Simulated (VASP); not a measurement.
Set up this calculation in VASP 6.6.1, as the native input.

- Task: single point
- Functional: r2SCAN
- Potentials or basis: VASP PAW PBE potentials, release 64 (Zn, S)
- Cutoff: 520 eV
- k mesh: 8 × 8 × 8
- Occupations: gaussian, width 0.05 eV
- Spin: no spin polarisation
- Dipole correction: no
- Further INCAR settings: ALGO = Normal; EDIFF = 1e-07; NBANDS = 16

Crystal: ZnS.

```
Zn S
1.0
     0.00000    2.70465    2.70465
     2.70465    0.00000    2.70465
     2.70465    2.70465    0.00000
Zn S
1 1
Direct
  0.94663 0.94663 0.94663
  0.75000 0.75000 0.75000
```

This cell differs from its parent crystal: all Zn atoms moved +0.500 Å, as atom 1 towards its neighbour atom 2 (S) at 2.342 Å.

The input as run:

POSCAR

```
ZnS
1.0
    0.0000000000      2.7046500000      2.7046500000
    2.7046500000      0.0000000000      2.7046500000
    2.7046500000      2.7046500000      0.0000000000
Zn S
1 1
Direct
   -0.0533664494     -0.0533664494     -0.0533664494
    0.7500000000      0.7500000000      0.7500000000
```

INCAR.step1

```
PREC = Accurate
ENCUT = 520
ISMEAR = 0
SIGMA = 0.05
LREAL = F
LASPH = T
NELM = 100
NBANDS = 16
GGA = PE
ALGO = Normal
EDIFF = 1E-4
LWAVE = T
LCHARG = F
```

INCAR.step2

```
PREC = Accurate
ENCUT = 520
EDIFF = 1E-7
ISMEAR = 0
SIGMA = 0.05
LREAL = F
LASPH = T
NELM = 100
ALGO = Normal
ISIF = 2
LWAVE = F
LCHARG = F
METAGGA = R2SCAN
LMIXTAU = T
NBANDS = 16
ISTART = 1
```

KPOINTS

```
Automatic mesh
0
Gamma
  8 8 8
```

Potentials or basis: VASP PAW PBE potentials, release 64 (Zn, S).

Run with:

```console
$ cat potpaw_PBE.64/Zn/POTCAR potpaw_PBE.64/S/POTCAR > POTCAR
$ cp INCAR.step1 INCAR
$ mpirun -np 1 vasp_std > vasp.out
$ cp INCAR.step2 INCAR
$ mpirun -np 1 vasp_std > vasp.out
```

It gave:

The pressure is 16.1 GPa and the largest force is 9.505 eV/Å. The band gap on the k mesh is 2.50 eV, direct.

Caveat: the cell differs from its parent crystal (all Zn atoms moved +0.500 Å, as atom 1 towards its neighbour atom 2 (S) at 2.342 Å); the PAW data sets were made with another functional, which shifts forces and pressure a little.

Run time: 2.2 min on 1 thread of Intel(R) Xeon(R) Platinum 8259CL CPU @ 2.50GHz (Skylake/Cascade Lake), with other jobs on the host, peak memory 0.19 GiB.
